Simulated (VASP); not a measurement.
The system is FeO.

```
Fe O
1.0
     2.59494    0.00000    0.00000
     0.00000    2.59494    0.00000
     0.00000    0.00000    2.59494
Fe O
1 1
Direct
  0.00000 0.00000 0.00000
  0.50000 0.50000 0.50000
```

Base run:

* Program: VASP 6.6.1
* Functional: PBE
* Potentials or basis: VASP PAW PBE potentials, release 64 (Fe, O)
* Cutoff: 520 eV
* k mesh: 10 × 10 × 10
* Occupations: fermi-dirac, width 0.05 eV
* Spin: collinear spin, ferromagnetic start
* Starting moments: [3.0, 0.0] μB

Its results: band gap on the k mesh zero (filled and empty bands overlap); pressure 14.3 GPa; net moment 3.99 μB per cell; site moments Fe +3.52; O +0.38 μB.

Task: The run is repeated on the same cell with these changes: potentials or basis from VASP PAW PBE potentials, release 64 (Fe, O) to VASP PAW PBE potentials, release 64 (Fe_sv, O); cutoff from 520 eV to 600 eV; further incar settings from ALGO = Normal; EDIFF = 1e-06; NBANDS = 18 to ALGO = Normal; EDIFF = 1e-06; NBANDS = 22; valence electrons from 14 to 22. What comes out?

Result: Band gap on the k mesh zero (filled and empty bands overlap); pressure 11.7 GPa; net moment 4.00 μB per cell; site moments Fe +3.40; O +0.37 μB.

Caveats: a cell with one magnetic atom can't hold antiferromagnetic order, which such compounds often take; semilocal functionals often make such compounds metallic where correlation or magnetic order opens a gap, which also shifts bond lengths.
